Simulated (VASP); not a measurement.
Input of a VASP 6.6.1 run:

INCAR

```
ALGO = Normal
EDIFF = 1E-6
ENCUT = 520
GGA = PE
ISIF = 2
ISMEAR = 0
LASPH = T
LCHARG = F
LREAL = F
LWAVE = F
NBANDS = 22
NELM = 80
PREC = Accurate
SIGMA = 0.1
```

KPOINTS

```
k-points
0
Gamma
  14 14 14
```

File POSCAR:

```
GaIr2
1.0
    0.0000000000      2.9019831356      2.9019831356
    2.9019831356      0.0000000000      2.9019831356
    2.9019831356      2.9019831356      0.0000000000
Ga Ir
1 2
Direct
    0.5000000000      0.5000000000      0.5000000000
    0.2500000000      0.2500000000      0.2500000000
    0.7500000000      0.7500000000      0.7500000000
```

Potentials or basis: VASP PAW PBE potentials, release 64 (Ga_d, Ir).

Command:

```console
$ cat potpaw_PBE.64/Ga_d/POTCAR potpaw_PBE.64/Ir/POTCAR > POTCAR
$ mpirun -np 1 vasp_std > vasp.out
```

Problem. Estimate the pressure.

Solution. 0.5 GPa.

Problem. Estimate the band gap on the k mesh.

Solution. Zero (an odd number of electrons rules out a gap without spin polarisation).

Caveat: spin-orbit coupling is left out, which moves the levels of the heavy elements.
